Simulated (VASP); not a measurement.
Ta4GaSe8, 13 atoms in the cell. Symmetry: F-43m, No. 216, cubic system. Conventional cell: a = 10.251 Å, b = 10.251 Å, c = 10.251 Å, α = 90.00°, β = 90.00°, γ = 90.00°. Within 3.3 Å of Ta (site symmetry 3m) lie 6 Se at 2.51 to 2.72 Å and 3 Ta at 2.98 Å. Within 3.2 Å of Ga (site symmetry -43m) lie 4 Se at 2.41 Å. Within 3.3 Å of Se (site symmetry 3m) lie 3 Ta at 2.51 Å and 3 Se at 3.27 Å. Se (site symmetry 3m) has 1 Ga at 2.41 Å and 3 Ta at 2.72 Å and 3 Se at 3.31 Å within 3.4 Å. 

* Program: VASP 6.6.1
* Task: single point
* Functional: LDA
* Potentials or basis: VASP PAW LDA potentials, release 64 (Ta_pv, Ga_d, Se)
* Cutoff: 500 eV
* k mesh: 6 × 6 × 6
* Occupations: gaussian, width 0.1 eV
* Spin: no spin polarisation
* Dipole correction: no
* Further INCAR settings: ALGO = Normal; EDIFF = 1e-06; NBANDS = 64

Potentials or basis: VASP PAW LDA potentials, release 64 (Ta_pv, Ga_d, Se).

Launch:

```sh
$ cat potpaw_LDA.64/Ta_pv/POTCAR potpaw_LDA.64/Ga_d/POTCAR potpaw_LDA.64/Se/POTCAR > POTCAR
$ mpirun -np 1 vasp_std > vasp.out
```

Hardware: 1 thread of Intel Xeon 8259CL, with other jobs on the host.

Problem. How long does it take, and how much memory?

Solution. Run time: 9.3 min on 1 thread of Intel Xeon 8259CL (shared host), peak memory 0.45 GiB. Counts: scf iterations 14, k points 16.
